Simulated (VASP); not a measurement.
# CdS: single point with PBE

Crystal: CdS.

```
CELL_PARAMETERS angstrom
4.33119 0.00000 0.00000
-2.16559 3.75092 0.00000
0.00000 0.00000 7.03665
ATOMIC_POSITIONS crystal
Cd 0.33333 0.66667 0.99896
Cd 0.66667 0.33333 0.49896
S 0.33333 0.66667 0.37604
S 0.66667 0.33333 0.87604
```

This cell differs from its parent crystal: strain +4.0%.

```yaml
Program: VASP 6.6.1
Task: single point
Functional: PBE
Potentials_or_basis: VASP PAW PBE potentials, release 64 (Cd, S)
Cutoff: 520 eV
k_mesh: 6 × 6 × 2
Occupations: gaussian, width 0.01 eV
Spin: no spin polarisation
```

* Pressure: -3.8 GPa
* Largest force: 0.004 eV/Å
* Band gap on the k mesh: 0.89 eV

Forces in eV/Å, atoms in the order of the input:
```
Cd   0.000  0.000  0.004
Cd   0.000  0.000  0.004
S    0.000  0.000 -0.004
S    0.000  0.000 -0.004
```

Levels at points of the mesh, in eV from the valence-band top:
| k point | band 14 | band 15 | band 16 | band 17 | band 18 | band 19 | band 20 | band 21 | band 22 | band 23 |
| --- | --- | --- | --- | --- | --- | --- | --- | --- | --- | --- |
| (0.00, 0.00, 0.00) | -0.58 | -0.58 | -0.02 | 0.00 | 0.00 | 0.89 | 2.57 | 6.45 | 6.45 | 6.75 |
| (0.50, 0.00, 0.00) | -3.00 | -2.08 | -1.45 | -0.98 | -0.58 | 3.38 | 3.79 | 5.14 | 5.94 | 6.99 |
| (0.00, 0.00, 0.50) | -2.16 | -0.30 | -0.30 | -0.30 | -0.30 | 2.52 | 2.52 | 6.02 | 6.02 | 6.77 |
| (0.50, 0.00, 0.50) | -3.48 | -1.04 | -1.04 | -1.03 | -1.03 | 3.35 | 3.35 | 5.27 | 5.27 | 7.54 |

It took 61 s on 1 thread of Intel Xeon 8259CL, on a shared host, peak memory 0.22 GiB.

Caveat: the k points lie up to 0.45 Å⁻¹ apart; the cell differs from its parent crystal (strain +4.0%).
